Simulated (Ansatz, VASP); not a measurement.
One calculation of AgCl, two programs

```
Ag Cl
1.0
     0.00000    2.68996    2.85634
     2.68996    0.00000    2.85634
     2.68996    2.68996    0.00000
Ag Cl
1 1
Direct
  0.50000 0.50000 0.50000
  0.00000 0.00000 0.00000
```

Change from the starting cell: strain -0.030 along x and y, +0.030 along z, atoms carried along.

Alike in both runs: task single point; functional r2SCAN; k mesh 8 × 8 × 8; occupations gaussian, width 0.05 eV; no spin polarisation.

|  | VASP | Ansatz |
| --- | --- | --- |
| version | VASP 6.6.1 | Ansatz 0.2.0 |
| potentials or method | VASP PAW PBE potentials, release 64 (Ag, Cl), cutoff 520 eV | scalar-relativistic, plane waves, PAW |
| valence electrons in the cell | 18 | 26 |

|  | VASP | Ansatz | Ansatz less VASP |
| --- | --- | --- | --- |
| gap on the k mesh at the Fermi level (eV) | 1.23 | 1.29 | +0.053 |
| least direct gap on the mesh (eV) | 3.82 | 3.87 | +0.045 |
| pressure (GPa) | 2.0 | 2.1 | +0.07 |
| traceless stress, the component that is largest in VASP (GPa) | -1.61 | -1.63 | -0.023 |

VASP's potentials were made for PBE, not for r2SCAN. VASP's potentials hold 18 valence electrons a cell and Ansatz's 26, so a difference there can come from the potentials and not from the codes.
